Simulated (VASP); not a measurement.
A run of VASP 6.6.1 is set up as follows.

The input INCAR:

```
SYSTEM = Rh
ALGO     = Fast           ! electronic algorithm
EDIFF    = 1E-6           ! SCF threshold, eV
ENCUT    = 520            ! plane-wave cutoff, eV
GGA      = PS             ! functional
ISIF     = 2              ! what is computed and relaxed
ISMEAR   = 0              ! smearing method
LASPH    = .True.         ! aspherical terms in the spheres
LCHARG   = .True.         ! write CHGCAR
LELF     = .True.         ! ELF
LREAL    = .False.        ! projectors in reciprocal space
LVHAR    = .True.       
LWAVE    = .False.        ! write WAVECAR
NBANDS   = 22             ! bands
NELM     = 60             ! most SCF steps
PREC     = Accurate       ! precision mode
SIGMA    = 0.1            ! smearing width, eV
```

File KPOINTS:

```
k-points
0
Gamma
  24 24 12
  0 0 0
```

File POSCAR:

```
Rh
1.0
    2.6349613630      0.0000000000      0.0000000000
   -1.3174806815      2.2819434783      0.0000000000
    0.0000000000      0.0000000000      4.3809684869
Rh
2
Direct
    0.6666666667      0.3333333333      0.7500000000
    0.3333333333      0.6666666667      0.2500000000
```

Potentials or basis: VASP PAW PBE potentials, release 64 (Rh_pv).

Run with:

```sh
$ cat potpaw_PBE.64/Rh_pv/POTCAR > POTCAR
$ mpirun -np 1 vasp_std > vasp.out
```

Q: What does it give for the band gap on the k mesh?

A: Zero (bands 15 and 16 overlap by 2.73 eV).

Q: Estimate the pressure.

A: 9.0 GPa.

Stress tensor (GPa, compression positive):
```
12.17  0.00  0.00
 0.00 12.17  0.00
 0.00  0.00  2.56
```

Caveat: the cell differs from its parent crystal (biaxial strain in the a-b plane: -2.0 %); the cell stands under pressure; the PAW data sets were made with another functional, which shifts forces and pressure a little.
